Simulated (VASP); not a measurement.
A run of VASP 6.6.1 is set up as follows.

File INCAR:

```
SYSTEM = Tc
PREC = Accurate ; ENCUT = 560
EDIFF = 1E-6 ; ISMEAR = -1
SIGMA = 0.05 ; LREAL = .False.
LASPH = .True. ; NELM = 120
ALGO = Normal ; ISIF = 2
LWAVE = .False. ; LCHARG = .True.
GGA = PE ; LELF = .True.
LVHAR = .True. ; NBANDS = 38
GGA_COMPAT = .False.
```

Contents of KPOINTS:

```
regular mesh
0
Gamma
  11 11 3
  0 0 0
```

POSCAR

```
Tc
1.0
    2.6722964035      0.0000000000      0.0000000000
   -1.3361482017      2.3142765718      0.0000000000
    0.0000000000      0.0000000000      8.6012946357
Tc
4
Direct
    0.6666666667      0.3333333333      0.7500000000
    0.0000000000      0.0000000000      0.5000000000
    0.3333333333      0.6666666667      0.2500000000
    0.0000000000      0.0000000000      0.0000000000
```

Potentials or basis: VASP PAW PBE potentials, release 64 (Tc_sv).

Run with:

```bash
$ cat potpaw_PBE.64/Tc_sv/POTCAR > POTCAR
$ mpirun -np 1 vasp_std > vasp.out
```

(1) Predict the band gap on the k mesh.

(2) What does it give for the pressure?

## Answers

(1) zero (bands 30 and 31 overlap by 3.33 eV).

(2) 28.9 GPa.

Caveat: the cell stands under pressure.
